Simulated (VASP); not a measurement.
# YbOs (Pm-3m) in VASP: notebook, part 2 of 2

VASP 6.6.1. Earlier steps stand in the parts before.

### Step 3. Single point, PBE

The input, INCAR:

```
SYSTEM = YbOs
ALGO = Fast
EDIFF = 1E-6
ENCUT = 520
GGA = PE
ISIF = 2
ISMEAR = 0
LASPH = .True.
LCHARG = .True.
LELF = .True.
LREAL = .False.
LVHAR = .True.
LWAVE = .False.
NBANDS = 23
NELM = 80
PREC = Accurate
SIGMA = 0.05
```

The input, KPOINTS:

```
k-points
0
Gamma
  10 10 10
  0 0 0
```

The input, POSCAR:

```
YbOs
1.0
    3.3545099948      0.0000000000      0.0000000000
    0.0000000000      3.3545099948      0.0000000000
    0.0000000000      0.0000000000      3.3545099948
Yb Os
1 1
Direct
    0.0000000000      0.0000000000      0.0000000000
    0.5000000000      0.5000000000      0.5000000000
```

Potentials or basis: VASP PAW PBE potentials, release 64 (Yb, Os).

Launch:

```sh
$ cat potpaw_PBE.64/Yb/POTCAR potpaw_PBE.64/Os/POTCAR > POTCAR
$ mpirun -np 1 vasp_std > vasp.out
```

OUTCAR:

```text
SYSTEM = YbOs
   EDIFF = 1E-6
   ENCUT = 520
   GGA = PE
   ISIF = 2
   ISMEAR = 0
   LASPH = .True.
   LREAL = .False.
   NELM = 80
   PREC = Accurate

 ion  position               nearest neighbor table
   1  0.000  0.000  0.000-   2 2.91   2 2.91   2 2.91   2 2.91   2 2.91   2 2.91   2 2.91   2 2.91

   2  0.500  0.500  0.500-   1 2.91   1 2.91   1 2.91   1 2.91   1 2.91   1 2.91   1 2.91   1 2.91

  LATTYP: Found a simple cubic cell.
 ALAT       =     3.3545099948

  Lattice vectors:

[... 813 lines left out ...]
------------------------ aborting loop because EDIFF is reached ----------------------------------------

  FORCE on cell =-STRESS in cart. coord.  units (eV):
  Direction    XX          YY          ZZ          XY          YZ          ZX
  --------------------------------------------------------------------------------------
  -------------------------------------------------------------------------------------
  Total        0.1160055      0.1160055      0.1160055      0.0000000      0.0000000      0.0000000
  in kB        4.9238175      4.9238175      4.9238175      0.0000000      0.0000000      0.0000000
  external PRESSURE =       4.9238175 kB  Pullay stress =       0.0000000 kB

 VOLUME and BASIS-vectors are now :
 -----------------------------------------------------------------------------
  energy-cutoff  :      520.00
  volume of cell :       37.75
      direct lattice vectors                 reciprocal lattice vectors
     3.354509995  0.000000000  0.000000000     0.298106132  0.000000000  0.000000000
     0.000000000  3.354509995  0.000000000     0.000000000  0.298106132  0.000000000
     0.000000000  0.000000000  3.354509995     0.000000000  0.000000000  0.298106132

 POSITION                                       TOTAL-FORCE (eV/Angst)
 -----------------------------------------------------------------------------------
      0.00000      0.00000      0.00000         0.000000      0.000000      0.000000
      1.67725      1.67725      1.67725         0.000000      0.000000      0.000000
 -----------------------------------------------------------------------------------
    total drift:                               -0.000000      0.000000     -0.000000

  FREE ENERGIE OF THE ION-ELECTRON SYSTEM (eV)
  ---------------------------------------------------
  free  energy   TOTEN  =       -14.1165714615 eV

  energy  without entropy=      -14.1095891376  energy(sigma->0) =      -14.11308030
```

Wall time 1.8 min (1 thread of Intel Xeon Platinum 8488C (Sapphire Rapids), shared host); peak memory 0.21 GiB.

What came out:

```yaml
Free_energy: -14.1166 eV
Pressure: 0.5 GPa
Band_gap_on_the_k_mesh: zero (bands 16 and 17 overlap by 1.54 eV)
```

Caveat: spin-orbit coupling is left out, which moves the levels of the heavy elements. Spin polarisation is off, so any magnetic state and its effect on volume and gap are missing.

### Step 4. Single point, LDA

The input, INCAR:

```
SYSTEM = YbOs
PREC     = Accurate       ! precision mode
ENCUT    = 520            ! plane-wave cutoff, eV
EDIFF    = 1E-7           ! SCF threshold, eV
ISMEAR   = 0              ! smearing method
SIGMA    = 0.05           ! smearing width, eV
LREAL    = .False.        ! projectors in reciprocal space
LASPH    = .True.         ! aspherical terms in the spheres
NELM     = 80             ! most SCF steps
ALGO     = Normal         ! electronic algorithm
ISIF     = 2              ! what is computed and relaxed
LWAVE    = .False.        ! write WAVECAR
LCHARG   = .False.        ! write CHGCAR
GGA      = CA             ! functional
NBANDS   = 23             ! bands
```

The input, KPOINTS:

```
Automatic mesh
0
Gamma
  10 10 10
  0 0 0
```

POSCAR is that of step 3.

Launch:

```sh
$ cat potpaw_PBE.64/Yb/POTCAR potpaw_PBE.64/Os/POTCAR > POTCAR
$ mpirun -np 1 vasp_std > vasp.out
```

Wall time 83 s (1 thread of Intel Xeon Platinum 8488C (Sapphire Rapids), shared host); peak memory 0.2 GiB.

The run converged. Its results:

| Property | Result |
| --- | --- |
| Free energy | -16.3489 eV |
| Pressure | -9.8 GPa |
| Band gap on the k mesh | zero (bands 16 and 17 overlap by 1.50 eV) |

Levels at points of the mesh, in eV from the Fermi level:
```csv
k point,band 14,band 15,band 16,band 17,band 18,band 19
"(0.00, 0.00, 0.00)",-0.52,-0.34,-0.34,-0.34,4.61,4.61
"(0.50, 0.00, 0.00)",-0.24,0.09,0.09,0.65,1.76,1.85
"(0.50, 0.50, 0.00)",-0.47,-0.44,1.13,1.55,2.59,2.59
"(0.50, 0.50, 0.50)",-0.49,0.03,0.03,0.03,1.21,1.21
```

Caveat: the cell stands under tension; the PAW data sets were made with another functional, which shifts forces and pressure a little; spin-orbit coupling is left out, which moves the levels of the heavy elements. Spin polarisation is off, so any magnetic state and its effect on volume and gap are missing.

### Step 5. Single point, PBE (19.63 Å³/atom)

This run uses another cell than the first one, of 19.63 Å³/atom.

The input, INCAR:

```
SYSTEM = YbOs
PREC = Accurate
ENCUT = 520
EDIFF = 1E-7
ISMEAR = 0
SIGMA = 0.05
LREAL = .FALSE.
LASPH = .TRUE.
NELM = 100
ALGO = Fast
ISIF = 2
LWAVE = .FALSE.
LCHARG = .FALSE.
GGA = PE
NBANDS = 23
```

The input, KPOINTS:

```
Automatic mesh
0
G
  10 10 10
  0 0 0
```

The input, POSCAR:

```
YbOs
1.0
    3.3986533464      0.0000000000      0.0000000000
    0.0000000000      3.3986533464      0.0000000000
    0.0000000000      0.0000000000      3.3986533464
Yb Os
1 1
Direct
    0.0000000000      0.0000000000      0.0000000000
    0.5000000000      0.5000000000      0.5000000000
```

Launch:

```sh
$ cat potpaw_PBE.64/Yb/POTCAR potpaw_PBE.64/Os/POTCAR > POTCAR
$ mpirun -np 1 vasp_std > vasp.out
```

Run time: 2.4 min. Hardware: 1 thread of Intel Xeon Platinum 8488C (Sapphire Rapids), shared host; peak memory 0.21 GiB.

The run converged. Its results:

```
Free energy            : -14.0984 eV
Pressure               : -4.3 GPa
Band gap on the k mesh : zero (bands 16 and 17 overlap by 1.69 eV)
```

Levels at points of the mesh, in eV from the Fermi level:
```
           k point  band 14  band 15  band 16  band 17  band 18  band 19
(0.00, 0.00, 0.00)    -0.49    -0.29    -0.29    -0.29     4.61     4.61
(0.50, 0.00, 0.00)    -0.23     0.07     0.07     0.62     1.67     2.04
(0.50, 0.50, 0.00)    -0.45    -0.41     1.12     1.52     2.36     2.36
(0.50, 0.50, 0.50)    -0.47     0.13     0.13     0.15     1.20     1.20
```

Caveat: the cell stands under tension; spin-orbit coupling is left out, which moves the levels of the heavy elements.

### Step 6. The runs side by side

```tsv
level	cell	gap on the mesh (eV)	pressure (GPa)
PBE	a = 3.355 Å, 2 atoms	none	0.5
LDA	a = 3.355 Å, 2 atoms	none	-9.8
PBE	a = 3.399 Å, 2 atoms	none	-4.3
```

Alike in all rows: task single point; potentials or basis VASP PAW PBE potentials, release 64 (Yb, Os); no spin polarisation; k mesh 10 × 10 × 10; cutoff (eV) 520; smearing gaussian 0.05 eV.

Caveats: spin-orbit coupling is left out, which moves the levels of the heavy elements; the cell stands under tension (at least some runs); the PAW data sets were made with another functional, which shifts forces and pressure a little (at least some runs).

Total energies depend on the potentials used, so only differences within one code and one set of settings carry meaning.
